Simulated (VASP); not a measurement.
# Bi2S3 (Pnma) in VASP: single point with PBE

Aim: the single point of Bi2S3 with PBE.

Program: VASP 6.6.1. These are calculated values, not measurements. Logs are shortened: lines on timing, memory, paths and dates and some standing lists are left out, and cuts for length are marked.

### 1 The cell of the first run

It takes space group Pnma (No. 62, orthorhombic). Conventional cell: a = 11.269 Å, b = 3.972 Å, c = 11.129 Å, α = 90.00°, β = 90.00°, γ = 90.00°. Within 3.6 Å of Bi (site symmetry m) lie 7 S at 2.70 to 3.32 Å. Bi (site symmetry m) has 7 S at 2.64 to 3.28 Å within 3.5 Å. S (site symmetry m) has 5 Bi at 2.64 to 3.02 Å within 3.5 Å. S (site symmetry m) has 5 Bi at 2.70 to 3.28 Å and 6 S at 3.32 to 3.78 Å within 3.8 Å. S (site symmetry m) has 5 Bi at 2.74 to 4.00 Å and 10 S at 3.32 to 4.05 Å within 4.1 Å.

### 2 Single point, PBE

File INCAR:

```
PREC     = Accurate       # precision mode
ENCUT    = 520            # plane-wave cutoff, eV
EDIFF    = 1E-7           # SCF threshold, eV
ISMEAR   = -1             # smearing method
SIGMA    = 0.02           # smearing width, eV
LREAL    = Auto         
LASPH    = True           # aspherical terms in the spheres
NELM     = 60             # most SCF steps
ALGO     = Normal         # electronic algorithm
ISIF     = 2              # what is computed and relaxed
LWAVE    = False          # write WAVECAR
LCHARG   = False          # write CHGCAR
GGA      = PE             # functional
NBANDS   = 112            # bands
```

File KPOINTS:

```
Automatic mesh
0
Gamma
  3 7 3
```

File POSCAR:

```
Bi2S3
1.0
   11.2690000000      0.0000000000      0.0000000000
    0.0000000000      3.9717000000      0.0000000000
    0.0000000000      0.0000000000     11.1290000000
Bi S
8 12
Direct
    0.0103437295      0.2500000000      0.6750628712
    0.4896562705      0.7500000000      0.1750628712
    0.5103437295      0.2500000000      0.8249371288
    0.9896562705      0.7500000000      0.3249371288
    0.3367732289      0.2500000000      0.4680148528
    0.1632267711      0.7500000000      0.9680148528
    0.8367732289      0.2500000000      0.0319851472
    0.6632267711      0.7500000000      0.5319851472
    0.0500051045      0.2500000000      0.1293452092
    0.4499948955      0.7500000000      0.6293452092
    0.5500051045      0.2500000000      0.3706547908
    0.9499948955      0.7500000000      0.8706547908
    0.3774065098      0.2500000000      0.0564080098
    0.1225934902      0.7500000000      0.5564080098
    0.8774065098      0.2500000000      0.4435919902
    0.6225934902      0.7500000000      0.9435919902
    0.2165072836      0.2500000000      0.8063918200
    0.2834927164      0.7500000000      0.3063918200
    0.7165072836      0.2500000000      0.6936081800
    0.7834927164      0.7500000000      0.1936081800
```

Potentials or basis: VASP PAW PBE potentials, release 64 (Bi_d, S).

Launch:

```console
$ cat potpaw_PBE.64/Bi_d/POTCAR potpaw_PBE.64/S/POTCAR > POTCAR
$ mpirun -np 1 vasp_std > vasp.out
```

OUTCAR:

```text
PREC = Accurate
   ENCUT = 520
   EDIFF = 1E-7
   ISMEAR = -1
   LREAL = Auto
   LASPH = True
   NELM = 60
   ISIF = 2
   GGA = PE

 ion  position               nearest neighbor table
   1  0.010  0.250  0.675-  14 2.70  14 2.70  17 2.74  15 2.98  12 3.02  12 3.02  19 3.32
   2  0.490  0.750  0.175-  13 2.70  13 2.70  18 2.74  16 2.98  11 3.02  11 3.02  20 3.32
   3  0.510  0.250  0.825-  16 2.70  16 2.70  19 2.74  13 2.98  10 3.02  10 3.02  17 3.32
   4  0.990  0.750  0.325-  15 2.70  15 2.70  20 2.74  14 2.98   9 3.02   9 3.02  18 3.32
   5  0.337  0.250  0.468-  11 2.64  18 2.75  18 2.75  10 2.97  10 2.97  14 3.28  14 3.28
   6  0.163  0.750  0.968-  12 2.64  17 2.75  17 2.75   9 2.97   9 2.97  13 3.28  13 3.28
   7  0.837  0.250  0.032-   9 2.64  20 2.75  20 2.75  12 2.97  12 2.97  16 3.28  16 3.28
   8  0.663  0.750  0.532-  10 2.64  19 2.75  19 2.75  11 2.97  11 2.97  15 3.28  15 3.28
   9  0.050  0.250  0.129-   7 2.64   6 2.97   6 2.97   4 3.02   4 3.02
  10  0.450  0.750  0.629-   8 2.64   5 2.97   5 2.97   3 3.02   3 3.02
  11  0.550  0.250  0.371-   5 2.64   8 2.97   8 2.97   2 3.02   2 3.02
  12  0.950  0.750  0.871-   6 2.64   7 2.97   7 2.97   1 3.02   1 3.02
  13  0.377  0.250  0.056-   2 2.70   2 2.70   3 2.98   6 3.28   6 3.28
  14  0.123  0.750  0.556-   1 2.70   1 2.70   4 2.98   5 3.28   5 3.28
  15  0.877  0.250  0.444-   4 2.70   4 2.70   1 2.98   8 3.28   8 3.28
  16  0.623  0.750  0.944-   3 2.70   3 2.70   2 2.98   7 3.28   7 3.28
  17  0.217  0.250  0.806-   1 2.74   6 2.75   6 2.75   3 3.32
  18  0.283  0.750  0.306-   2 2.74   5 2.75   5 2.75   4 3.32
  19  0.717  0.250  0.694-   3 2.74   8 2.75   8 2.75   1 3.32
  20  0.783  0.750  0.194-   4 2.74   7 2.75   7 2.75   2 3.32

  LATTYP: Found a simple orthorhombic cell.
 ALAT       =     3.9717000000
 B/A-ratio  =     2.8020746783
 C/A-ratio  =     2.8373240678

  Lattice vectors:

 A1 = (   0.0000000000,   3.9717000000,   0.0000000000)
 A2 = (   0.0000000000,   0.0000000000,  11.1290000000)
 A3 = (  11.2690000000,   0.0000000000,   0.0000000000)

Analysis of symmetry for initial positions (statically):
=====================================================================
 Subroutine PRICEL returns:
 Original cell was already a primitive cell.

 Routine SETGRP: Setting up the symmetry group for a
 simple orthorhombic supercell.

 Subroutine GETGRP returns: Found  8 space group operations
 (whereof  2 operations were pure point group operations)
 out of a pool of  8 trial point group operations.
[... 147 lines left out ...]
   NSW    =      0    number of steps for IOM
   IBRION =     -1    ionic relax: 0-MD 1-quasi-New 2-CG
   NFREE  =      0    steps in history (QN), initial steepest desc. (CG)
   ISIF   =      2    stress and relaxation
   ISYM   =      2    0-nonsym 1-usesym 2-fastsym
   POTIM  = 0.5000    time-step for ionic-motion
   TEBEG  =    0.0;   TEEND  =   0.0 temperature during run
   PSTRESS=    0.0 pullay stress
   NELECT =     192.0000    total number of electrons
   NUPDOWN=      -1.0000    fix difference up-down
   EMIN   =  10.00;   EMAX   =-10.00  energy-range for DOS
   EFERMI =   0.00;   METHOD = LEGACY
   ISMEAR =    -1;   SIGMA  =   0.02  broadening in eV -4-tet -1-fermi 0-gaus
   EFERMI_NEDOS =   21; number of points for ismear=-14 and -15
   IALGO  =     38    algorithm
   IMIX   =      4    mixing-type and parameters
     AMIX     =   0.40;   BMIX     =  1.00
     AMIX_MAG =   1.60;   BMIX_MAG =  1.00
  volume/ion in A,a.u.               =      24.91       168.07
  Fermi-wavevector in a.u.,A,eV,Ry     =   1.191432  2.251480 19.313608  1.419510
  Thomas-Fermi vector in A             =   2.327494
   LORBIT       =      0    0 simple, 1 ext, 2 COOP (PROOUT), +10 PAW based schemes
   GGA     = PE    functional components
   LHFCALC =     F    Hartree Fock is set to
   AEXX    =    0.0000 exact exchange contribution
   IVDW    =     0    specifies the selected vdW correction
   LEPSILON=     F    determine dielectric tensor
   LRPA    =     F    only Hartree local field effects (RPA)
 non-spin polarized calculation
  energy-cutoff  :      520.00
  volume of cell :      498.10
 maximum number of plane-waves:     13452
 NGX is ok and might be reduce to    84
   NGX = 41   NGY = 15   NGZ = 41

 number of electron     191.9999983 magnetization

 Free energy of the ion-electron system (eV)
  ---------------------------------------------------
  ext. energy  EPLUGINS =         0.00000000
  ---------------------------------------------------
  free energy    TOTEN  =       -87.47448466 eV

  energy without entropy =      -87.47448466  energy(sigma->0) =      -87.47448466

 E-fermi :   5.7720     XC(G=0):  -9.7587

 val. band max:        5.3510157750   @ k =   0.3333   0.0000   0.0000
 cond. band min:       6.6577309797   @ k =   0.0000   0.0000   0.0000
 fundamental gap:      1.3067152047
 Fermi energy:         5.7719606649

 k-point     1 :       0.0000    0.0000    0.0000
  band No.  band energies     occupation
      1     -17.2377      2.00000
      2     -17.2366      2.00000
      3     -17.2332      2.00000
      4     -17.2331      2.00000
      5     -17.2216      2.00000
      6     -17.2192      2.00000
[... 1765 lines left out ...]
    107       8.9615      0.00000
    108       9.0868      0.00000
 [bands above 108 left out]

------------------------ aborting loop because EDIFF is reached ----------------------------------------

  FORCE on cell =-STRESS in cart. coord.  units (eV):
  Direction    XX          YY          ZZ          XY          YZ          ZX
  --------------------------------------------------------------------------------------
  -------------------------------------------------------------------------------------
  Total        5.1532514      6.0565224      4.0160220      0.0000000     -0.0000000      0.0000000
  in kB       16.5757792     19.4812112     12.9178046      0.0000000     -0.0000000      0.0000000
  external PRESSURE =      16.3249317 kB  Pullay stress =       0.0000000 kB

 VOLUME and BASIS-vectors are now :
 -----------------------------------------------------------------------------
  energy-cutoff  :      520.00
  volume of cell :      498.10
      direct lattice vectors                 reciprocal lattice vectors
    11.269000000  0.000000000  0.000000000     0.088739019  0.000000000  0.000000000
     0.000000000  3.971700000  0.000000000     0.000000000  0.251781353  0.000000000
     0.000000000  0.000000000 11.129000000     0.000000000  0.000000000  0.089855333

 POSITION                                       TOTAL-FORCE (eV/Angst)
 -----------------------------------------------------------------------------------
      0.11656      0.99292      7.51277         0.028582      0.000000     -0.011909
      5.51794      2.97877      1.94827        -0.028582     -0.000000     -0.011909
      5.75106      0.99292      9.18073         0.028582     -0.000000      0.011909
     11.15244      2.97877      3.61623        -0.028582     -0.000000      0.011909
      3.79510      0.99292      5.20854         0.002227     -0.000000     -0.005804
      1.83940      2.97877     10.77304        -0.002227     -0.000000     -0.005804
[... 12 lines left out ...]
      8.07432      0.99292      7.71917         0.005204     -0.000000      0.005854
      8.82918      2.97877      2.15467        -0.005204     -0.000000      0.005854
 -----------------------------------------------------------------------------------
    total drift:                                0.000000     -0.000000      0.000000

  FREE ENERGIE OF THE ION-ELECTRON SYSTEM (eV)
  ---------------------------------------------------
  free  energy   TOTEN  =       -87.4744846604 eV

  energy  without entropy=      -87.4744846604  energy(sigma->0) =      -87.47448466
```

OSZICAR:

```text
N       E                     dE             d eps       ncg     rms          rms(c)
DAV:   1     0.235610191769E+04    0.23561E+04   -0.88457E+04  3592   0.186E+03
DAV:   2     0.329207519700E+03   -0.20269E+04   -0.19786E+04  3672   0.509E+02
DAV:   3    -0.573723236414E+02   -0.38658E+03   -0.36619E+03  4248   0.225E+02
DAV:   4    -0.914486472726E+02   -0.34076E+02   -0.33322E+02  4232   0.624E+01
DAV:   5    -0.933100128851E+02   -0.18614E+01   -0.18479E+01  4912   0.140E+01    0.170E+01
DAV:   6    -0.873633080596E+02    0.59467E+01   -0.14929E+01  4736   0.115E+01    0.121E+01
DAV:   7    -0.874700477486E+02   -0.10674E+00   -0.32500E+00  4856   0.382E+00    0.624E+00
DAV:   8    -0.874817558640E+02   -0.11708E-01   -0.36060E-01  4624   0.259E+00    0.109E+00
DAV:   9    -0.874725650512E+02    0.91908E-02   -0.62299E-02  4672   0.932E-01    0.490E-01
DAV:  10    -0.874735535060E+02   -0.98845E-03   -0.10467E-02  4416   0.291E-01    0.240E-01
DAV:  11    -0.874743318602E+02   -0.77835E-03   -0.82852E-04  4368   0.118E-01    0.139E-01
DAV:  12    -0.874744233711E+02   -0.91511E-04   -0.36500E-04  4448   0.710E-02    0.345E-02
DAV:  13    -0.874744752895E+02   -0.51918E-04   -0.12637E-04  4176   0.343E-02    0.323E-02
DAV:  14    -0.874744806767E+02   -0.53872E-05   -0.15274E-05  4816   0.115E-02    0.218E-02
DAV:  15    -0.874744847325E+02   -0.40558E-05   -0.63154E-06  3944   0.794E-03    0.116E-02
DAV:  16    -0.874744847400E+02   -0.74506E-08   -0.18505E-06  3696   0.351E-03    0.414E-03
DAV:  17    -0.874744846604E+02    0.79574E-07   -0.46213E-07  3328   0.174E-03
   1 F= -.87474485E+02 E0= -.87474485E+02  d E =-.214680E-10
```

stdout:

```text
POSCAR found type information on POSCAR BiS
 POSCAR found :  2 types and      20 ions
 scaLAPACK will be used
 LDA part: xc-table for (Slater+PW92), standard interpolation
 POSCAR, INCAR and KPOINTS ok, starting setup
 FFT: planning ... GRIDC
 FFT: planning ... GRID_SOFT
 FFT: planning ... GRID
 WAVECAR not read
 entering main loop
```

Run time: 60 min. Hardware: 1 thread of Oxide Virtual Turin-like, shared host; peak memory 0.78 GiB.

Results:

```yaml
Free_energy: -87.4745 eV
Pressure: 1.6 GPa
Largest_force: 0.031 eV/Å
Band_gap_on_the_k_mesh: 1.31 eV (least direct gap 1.45 eV)
```

Forces on the atoms (eV/Å):
```
Bi   0.029  0.000 -0.012
Bi  -0.029  0.000 -0.012
Bi   0.029  0.000  0.012
Bi  -0.029  0.000  0.012
Bi   0.002  0.000 -0.006
Bi  -0.002  0.000 -0.006
Bi   0.002  0.000  0.006
Bi  -0.002  0.000  0.006
S   -0.007  0.000  0.013
S    0.007  0.000  0.013
S   -0.007  0.000 -0.013
S    0.007  0.000 -0.013
S    0.007  0.000 -0.004
S   -0.007  0.000 -0.004
S    0.007  0.000  0.004
S   -0.007  0.000  0.004
S    0.005  0.000 -0.006
S   -0.005  0.000 -0.006
S    0.005  0.000  0.006
S   -0.005  0.000  0.006
```

Stress tensor (GPa, compression positive):
```
1.66 0.00 0.00
0.00 1.95 0.00
0.00 0.00 1.29
```

Caveat: spin-orbit coupling is left out, which moves the levels of the heavy elements. A k mesh can miss the band edges.
